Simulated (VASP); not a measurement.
# TaTiSi4 (Amm2) in VASP: single point with PBE

Aim: the single point of TaTiSi4 with PBE.

Program: VASP 6.6.1. These are calculated values, not measurements. Logs are shortened: lines on timing, memory, paths and dates and some standing lists are left out, and cuts for length are marked.

**1. The cell of the first run**

It takes space group Amm2 (No. 38, orthorhombic). The conventional cell has a = 3.592 Å, b = 3.558 Å, c = 13.784 Å, α = 90.00°, β = 90.00°, γ = 90.00°. Within 3.4 Å of Ti (site symmetry mm2) lie 10 Si at 2.59 to 2.82 Å. Ta (site symmetry mm2) has 10 Si at 2.63 to 2.96 Å and 2 Ti at 3.43 Å within 3.5 Å. Si (site symmetry mm2) has 2 Si at 2.42 Å and 4 Ta at 2.63 Å and 2 Ti at 2.82 Å within 3.2 Å. Within 3.2 Å of Si (site symmetry mm2) lie 6 Si at 2.42 to 3.09 Å and 4 Ti at 2.59 Å and 2 Ta at 2.96 Å. Within 3.3 Å of Si (site symmetry mm2) lie 8 Si at 2.53 to 3.27 Å and 2 Ti at 2.65 Å and 2 Ta at 2.70 Å. Si (site symmetry mm2) has 8 Si at 2.53 to 3.29 Å and 2 Ti at 2.65 Å and 2 Ta at 2.69 Å within 3.3 Å.

**2. Single point, PBE**

The input, INCAR:

```
ALGO     = Normal         # electronic algorithm
EDIFF    = 1E-6           # SCF threshold, eV
ENCUT    = 520            # plane-wave cutoff, eV
GGA      = PE             # functional
ISIF     = 2              # what is computed and relaxed
ISMEAR   = 0              # smearing method
LASPH    = True           # aspherical terms in the spheres
LCHARG   = True           # write CHGCAR
LELF     = True           # ELF
LREAL    = False          # projectors in reciprocal space
LVHAR    = True         
LWAVE    = False          # write WAVECAR
NBANDS   = 28             # bands
NELM     = 100            # most SCF steps
PREC     = Accurate       # precision mode
SIGMA    = 0.1            # smearing width, eV
```

The input, KPOINTS:

```
k-points
0
Gamma
  10 12 12
```

The input, POSCAR:

```
TaTiSi4
1.0
    3.5917898358      0.0000000000      0.0000000000
    0.0000000000      1.7790616890      6.8921142835
    0.0000000000     -1.7790616890      6.8921142835
Ti Ta Si
1 1 4
Direct
    0.5000000000      0.8955763888      0.8955763888
    0.0000000000      0.1073475973      0.1073475973
    0.5000000000      0.5538562530      0.5538562530
    0.0000000000      0.4361001760      0.4361001760
    0.5000000000      0.2532401244      0.2532401244
    0.0000000000      0.7538794604      0.7538794604
```

Potentials or basis: VASP PAW PBE potentials, release 64 (Ti_sv, Ta_pv, Si).

Command:

```
$ cat potpaw_PBE.64/Ti_sv/POTCAR potpaw_PBE.64/Ta_pv/POTCAR potpaw_PBE.64/Si/POTCAR > POTCAR
$ mpirun -np 1 vasp_std > vasp.out
```

OUTCAR:

```text
EDIFF = 1E-6
   ENCUT = 520
   GGA = PE
   ISIF = 2
   ISMEAR = 0
   LASPH = True
   LREAL = False
   NELM = 100
   PREC = Accurate

 ion  position               nearest neighbor table
   1  0.500  0.896  0.896-   4 2.59   4 2.59   4 2.59   4 2.59   5 2.65   5 2.65   6 2.65   6 2.65
                             3 2.82   3 2.82
   2  0.000  0.107  0.107-   3 2.63   3 2.63   3 2.63   3 2.63   6 2.69   6 2.69   5 2.70   5 2.70
                             4 2.96   4 2.96
   3  0.500  0.554  0.554-   4 2.42   4 2.42   2 2.63   2 2.63   2 2.63   2 2.63   1 2.82   1 2.82

   4  0.000  0.436  0.436-   3 2.42   3 2.42   1 2.59   1 2.59   1 2.59   1 2.59   2 2.96   2 2.96
                             6 3.08   6 3.08   5 3.09   5 3.09
   5  0.500  0.253  0.253-   6 2.53   6 2.53   6 2.53   6 2.53   1 2.65   1 2.65   2 2.70   2 2.70
                             4 3.09   4 3.09
   6  0.000  0.754  0.754-   5 2.53   5 2.53   5 2.53   5 2.53   1 2.65   1 2.65   2 2.69   2 2.69
                             4 3.08   4 3.08

  LATTYP: Found a base centered orthorhombic cell.
 ALAT       =     3.5581233780
 B/A-ratio  =     3.8740164695
 C/A-ratio  =     1.0094618579

  Lattice vectors:

 A1 = (   0.0000000000,   1.7790616890,  -6.8921142835)
 A2 = (   0.0000000000,   1.7790616890,   6.8921142835)
 A3 = (   3.5917898358,   0.0000000000,   0.0000000000)

Analysis of symmetry for initial positions (statically):
=====================================================================
 Subroutine PRICEL returns:
 Original cell was already a primitive cell.

 Routine SETGRP: Setting up the symmetry group for a
 base centered orthorhombic supercell.

 Subroutine GETGRP returns: Found  4 space group operations
 (whereof  4 operations were pure point group operations)
 out of a pool of  8 trial point group operations.

The static configuration has the point symmetry C_2v.

Analysis of symmetry for dynamics (positions and initial velocities):
=====================================================================
 Subroutine PRICEL returns:
 Original cell was already a primitive cell.

 Routine SETGRP: Setting up the symmetry group for a
 base centered orthorhombic supercell.

 Subroutine GETGRP returns: Found  4 space group operations
 (whereof  4 operations were pure point group operations)
 out of a pool of  8 trial point group operations.

The dynamic configuration has the point symmetry C_2v.

 Subroutine INISYM returns: Found  4 space group operations
 (whereof  4 operations are pure point group operations),
 and found     1 'primitive' translations

----------------------------------------------------------------------------------------

                                     Primitive cell

  volume of cell :      88.0814

  direct lattice vectors                    reciprocal lattice vectors
     3.591789836  0.000000000  0.000000000     0.278412726  0.000000000  0.000000000
     0.000000000  1.779061689  6.892114283     0.000000000  0.281047028  0.072546679
     0.000000000 -1.779061689  6.892114283     0.000000000 -0.281047028  0.072546679

  length of vectors
     3.591789836  7.118026397  7.118026397     0.278412726  0.290259285  0.290259285

  position of ions in fractional coordinates (direct lattice)
     0.500000000  0.895576389  0.895576389
     0.000000000  0.107347597  0.107347597
     0.500000000  0.553856253  0.553856253
     0.000000000  0.436100176  0.436100176
     0.500000000  0.253240124  0.253240124
     0.000000000  0.753879460  0.753879460

  ion indices of the primitive-cell ions
   primitive index   ion index
                 1           1
                 2           2
                 3           3
                 4           4
                 5           5
                 6           6

----------------------------------------------------------------------------------------

 KPOINTS: k-points

Automatic generation of k-mesh.
 Grid dimensions read from file:
 generate k-points for:   10   12   12

 Generating k-lattice:

  Cartesian coordinates                     Fractional coordinates (reciprocal lattice)
     0.027841273  0.000000000  0.000000000     0.100000000  0.000000000  0.000000000
     0.000000000  0.023420586  0.006045557     0.000000000  0.083333333  0.000000000
     0.000000000 -0.023420586  0.006045557     0.000000000  0.000000000  0.083333333

  Length of vectors
     0.027841273  0.024188274  0.024188274

  Shift w.r.t. Gamma in fractional coordinates (k-lattice)
     0.000000000  0.000000000  0.000000000

 Subroutine IBZKPT returns following result:
 ===========================================

 Found    258 irreducible k-points:

 Following reciprocal coordinates:
            Coordinates               Weight
  0.000000  0.000000  0.000000      1.000000
  0.100000  0.000000  0.000000      2.000000
  0.200000  0.000000  0.000000      2.000000
  0.300000  0.000000  0.000000      2.000000
  0.400000  0.000000  0.000000      2.000000
  0.500000  0.000000  0.000000      1.000000
[... 16 lines left out ...]
  0.400000  0.250000 -0.000000      8.000000
  0.500000  0.250000 -0.000000      4.000000
 [... further k-points ...]
   k-points           NKPTS =    258   k-points in BZ     NKDIM =    258   number of bands    NBANDS=     28
   number of dos      NEDOS =    301   number of ions     NIONS =      6
   total plane-waves  NPLWV =  81648
   dimension x,y,z NGX =    28 NGY =   54 NGZ =   54
   dimension x,y,z NGXF=    56 NGYF=  108 NGZF=  108
   ions per type =               1   1   4
   NGX,Y,Z   is equivalent  to a cutoff of  12.96, 12.61, 12.61 a.u.
   NGXF,Y,Z  is equivalent  to a cutoff of  25.92, 25.22, 25.22 a.u.
 SYSTEM =  unknown system
   PREC   = accura    normal or accurate (medium, high low for compatibility)
   ISTART =      0    job   : 0-new  1-cont  2-samecut
   ICHARG =      2    charge: 1-file 2-atom 10-const
   ISPIN  =      1    spin polarized calculation?
   LNONCOLLINEAR =      F non collinear calculations
   LSORBIT =      F    spin-orbit coupling
   LASPH  =      T    aspherical Exc in radial PAW
   ENCUT  =  520.0 eV  38.22 Ry    6.18 a.u.   6.68 13.23 13.23*2*pi/ulx,y,z
   NELM   =    100;   NELMIN=  2; NELMDL= -5     # of ELM steps
   EDIFF  = 0.1E-05   stopping-criterion for ELM
   LREAL  =      F    real-space projection
   EDIFFG = 0.1E-04   stopping-criterion for IOM
   NSW    =      0    number of steps for IOM
   IBRION =     -1    ionic relax: 0-MD 1-quasi-New 2-CG
   NFREE  =      0    steps in history (QN), initial steepest desc. (CG)
   ISIF   =      2    stress and relaxation
   ISYM   =      2    0-nonsym 1-usesym 2-fastsym
   POTIM  = 0.5000    time-step for ionic-motion
   TEBEG  =    0.0;   TEEND  =   0.0 temperature during run
   PSTRESS=    0.0 pullay stress
   NELECT =      39.0000    total number of electrons
   NUPDOWN=      -1.0000    fix difference up-down
   EMIN   =  10.00;   EMAX   =-10.00  energy-range for DOS
   EFERMI =   0.00;   METHOD = LEGACY
   ISMEAR =     0;   SIGMA  =   0.10  broadening in eV -4-tet -1-fermi 0-gaus
   EFERMI_NEDOS =   21; number of points for ismear=-14 and -15
   IALGO  =     38    algorithm
   IMIX   =      4    mixing-type and parameters
     AMIX     =   0.40;   BMIX     =  1.00
     AMIX_MAG =   1.60;   BMIX_MAG =  1.00
  volume/ion in A,a.u.               =      14.68        99.07
  Fermi-wavevector in a.u.,A,eV,Ry     =   1.247771  2.357945 21.183354  1.556933
  Thomas-Fermi vector in A             =   2.381888
   LORBIT       =      0    0 simple, 1 ext, 2 COOP (PROOUT), +10 PAW based schemes
   GGA     = PE    functional components
   LHFCALC =     F    Hartree Fock is set to
   AEXX    =    0.0000 exact exchange contribution
   IVDW    =     0    specifies the selected vdW correction
   LEPSILON=     F    determine dielectric tensor
   LRPA    =     F    only Hartree local field effects (RPA)
 non-spin polarized calculation
 Gauss-broadening in eV      SIGMA  =   0.10
  energy-cutoff  :      520.00
  volume of cell :       88.08
 maximum number of plane-waves:      2400
 NGX is ok and might be reduce to    28
   NGX = 13   NGY = 27   NGZ = 27

 number of electron      39.0000001 magnetization

 Free energy of the ion-electron system (eV)
  ---------------------------------------------------
  ext. energy  EPLUGINS =         0.00000000
  ---------------------------------------------------
  free energy    TOTEN  =       -43.87127094 eV

  energy without entropy =      -43.85745280  energy(sigma->0) =      -43.86436187

 E-fermi :  10.0267     XC(G=0): -11.7304

 val. band max:       10.0239979398   @ k =   0.3000   0.2500   0.0833
 cond. band min:      10.0269487465   @ k =   0.0000  -0.4167   0.3333
 fundamental gap:      0.0029508067
 Fermi energy:        10.0267034230

 k-point     1 :       0.0000    0.0000    0.0000
  band No.  band energies     occupation
      1     -46.9414      2.00000
      2     -24.8784      2.00000
      3     -24.8726      2.00000
      4     -24.8428      2.00000
      5     -23.2862      2.00000
      6     -23.2528      2.00000
[... 20 lines left out ...]
     27      12.5211      0.00000
     28      13.4239      0.00000

 k-point     2 :       0.1000    0.0000    0.0000
  band No.  band energies     occupation
      1     -46.9410      2.00000
      2     -24.8772      2.00000
      3     -24.8717      2.00000
      4     -24.8525      2.00000
      5     -23.2857      2.00000
      6     -23.2522      2.00000
[... 20 lines left out ...]
     27      12.6849      0.00000
     28      13.4653      0.00000

 k-point     3 :       0.2000    0.0000    0.0000
  band No.  band energies     occupation
      1     -46.9402      2.00000
      2     -24.8779      2.00000
      3     -24.8742      2.00000
      4     -24.8695      2.00000
      5     -23.2843      2.00000
      6     -23.2508      2.00000
[... 20 lines left out ...]
     27      13.0397      0.00000
     28      13.3192      0.00000

 k-point     4 :       0.3000    0.0000    0.0000
  band No.  band energies     occupation
      1     -46.9392      2.00000
      2     -24.9090      2.00000
      3     -24.8706      2.00000
      4     -24.8667      2.00000
      5     -23.2827      2.00000
      6     -23.2675      2.00000
[... 20 lines left out ...]
     27      12.7843      0.00000
     28      13.3831      0.00000

 k-point     5 :       0.4000    0.0000    0.0000
  band No.  band energies     occupation
      1     -46.9383      2.00000
      2     -24.9340      2.00000
      3     -24.8677      2.00000
      4     -24.8644      2.00000
      5     -23.2822      2.00000
      6     -23.2813      2.00000
[... 20 lines left out ...]
     27      12.9759      0.00000
     28      13.2619      0.00000

 k-point     6 :       0.5000    0.0000    0.0000
  band No.  band energies     occupation
      1     -46.9380      2.00000
      2     -24.9435      2.00000
      3     -24.8666      2.00000
      4     -24.8635      2.00000
      5     -23.2878      2.00000
      6     -23.2808      2.00000
[... 463 lines left out ...]
      5     -23.3177      2.00000
      6     -23.2469      2.00000
[... 20 lines left out ...]
     27      13.2831      0.00000
     28      13.5737      0.00000

 k-point    22 :       0.3000    0.2500   -0.0000
  band No.  band energies     occupation
      1     -46.9373      2.00000
      2     -24.9218      2.00000
      3     -24.9020      2.00000
      4     -24.8642      2.00000
      5     -23.3154      2.00000
      6     -23.2630      2.00000
[... 20 lines left out ...]
     27      13.3627      0.00000
     28      14.1254      0.00000

 k-point    23 :       0.4000    0.2500   -0.0000
  band No.  band energies     occupation
      1     -46.9365      2.00000
      2     -24.9266      2.00000
      3     -24.9187      2.00000
      4     -24.8615      2.00000
      5     -23.3136      2.00000
      6     -23.2773      2.00000
[... 20 lines left out ...]
     27      13.4332      0.00000
     28      13.9592      0.00000

 k-point    24 :       0.5000    0.2500   -0.0000
  band No.  band energies     occupation
      1     -46.9362      2.00000
      2     -24.9358      2.00000
      3     -24.9177      2.00000
      4     -24.8604      2.00000
      5     -23.3129      2.00000
      6     -23.2828      2.00000
[... 20 lines left out ...]
     27      13.3318      0.00000
     28      13.9708      0.00000

 [... further k-points ...]
[... 5 lines left out ...]
  --------------------------------------------------------------------------------------
  -------------------------------------------------------------------------------------
  Total        0.0117006      0.0128831      0.0203538      0.0000000      0.0000000      0.0000000
  in kB        0.2128315      0.2343405      0.3702297      0.0000000      0.0000000      0.0000000
  external PRESSURE =       0.2724672 kB  Pullay stress =       0.0000000 kB

 VOLUME and BASIS-vectors are now :
 -----------------------------------------------------------------------------
  energy-cutoff  :      520.00
  volume of cell :       88.08
      direct lattice vectors                 reciprocal lattice vectors
     3.591789836  0.000000000  0.000000000     0.278412726  0.000000000  0.000000000
     0.000000000  1.779061689  6.892114283     0.000000000  0.281047028  0.072546679
     0.000000000 -1.779061689  6.892114283     0.000000000 -0.281047028  0.072546679

 POSITION                                       TOTAL-FORCE (eV/Angst)
 -----------------------------------------------------------------------------------
      1.79589      0.00000     12.34483         0.000000      0.000000     -0.003127
      0.00000      0.00000      1.47970         0.000000      0.000000      0.006169
      1.79589      0.00000      7.63448         0.000000      0.000000     -0.009541
      0.00000      0.00000      6.01130         0.000000      0.000000      0.000469
      1.79589      0.00000      3.49072         0.000000      0.000000      0.001559
      0.00000      0.00000     10.39165         0.000000      0.000000      0.004471
 -----------------------------------------------------------------------------------
    total drift:                                0.000000      0.000000     -0.000055

  FREE ENERGIE OF THE ION-ELECTRON SYSTEM (eV)
  ---------------------------------------------------
  free  energy   TOTEN  =       -43.8712709442 eV

  energy  without entropy=      -43.8574527967  energy(sigma->0) =      -43.86436187
```

Run time: 7.9 min. Hardware: 1 thread of Intel Xeon Platinum 8559C (Emerald Rapids), shared host; peak memory 0.73 GiB.

What came out:

```yaml
Free_energy: -43.8713 eV
Pressure: 0.0 GPa
Largest_force: 0.010 eV/Å
```

Forces in eV/Å, atoms in the order of the input:
```
Ti   0.000  0.000 -0.003
Ta   0.000  0.000  0.006
Si   0.000  0.000 -0.010
Si   0.000  0.000  0.000
Si   0.000  0.000  0.002
Si   0.000  0.000  0.004
```

Caveat: spin-orbit coupling is left out, which moves the levels of the heavy elements.
